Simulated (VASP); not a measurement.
Wanted: the native input for a VASP 6.6.1 run.

| Quantity | Value |
| --- | --- |
| Task | single point |
| Functional | PBEsol |
| Potentials or basis | VASP PAW PBE potentials, release 64 (Ge_d) |
| Cutoff | 520 eV |
| k mesh | 6 × 6 × 6 |
| Occupations | gaussian, width 0.1 eV |
| Spin | no spin polarisation |
| Dipole correction | no |
| Further INCAR settings | ALGO = Normal; EDIFF = 1e-07; NBANDS = 21 |

The structure of Ge lies in POSCAR:

```
Ge
1.0
   -2.4958980000      2.6508630000      1.4369470000
    2.4958980000     -2.6508630000      1.4369470000
    2.4958980000      2.6508630000     -1.4369470000
Ge
2
Direct
    0.1859430000      0.9359430000      0.2500000000
    0.8140570000      0.0640570000      0.7500000000
```

These files were run (other wordings do the same):

INCAR

```
SYSTEM = Ge
PREC = Accurate
ENCUT = 520
EDIFF = 1E-7
ISMEAR = 0
SIGMA = 0.1
LREAL = .FALSE.
LASPH = .TRUE.
NELM = 80
ALGO = Normal
ISIF = 2
LWAVE = .FALSE.
LCHARG = .FALSE.
GGA = PS
NBANDS = 21
```

KPOINTS

```
regular mesh
0
G
  6 6 6
  0 0 0
```

Potentials or basis: VASP PAW PBE potentials, release 64 (Ge_d).

The run is started by

```console
$ cat potpaw_PBE.64/Ge_d/POTCAR > POTCAR
$ mpirun -np 1 vasp_std > vasp.out
```

Results of the run:

```yaml
Pressure: -1.9 GPa
Largest_force: 0.021 eV/Å
Band_gap_on_the_k_mesh: zero (band 14 reaches 8.01 eV, above the bottom of band 15 at 2.93 eV)
```

Caveat: the k points lie up to 0.42 Å⁻¹ apart; the PAW data sets were made with another functional, which shifts forces and pressure a little.

Wall time 15 s on 1 thread of Intel(R) Xeon(R) 6975P-C (Granite Rapids), on a shared host, peak memory 0.17 GiB.
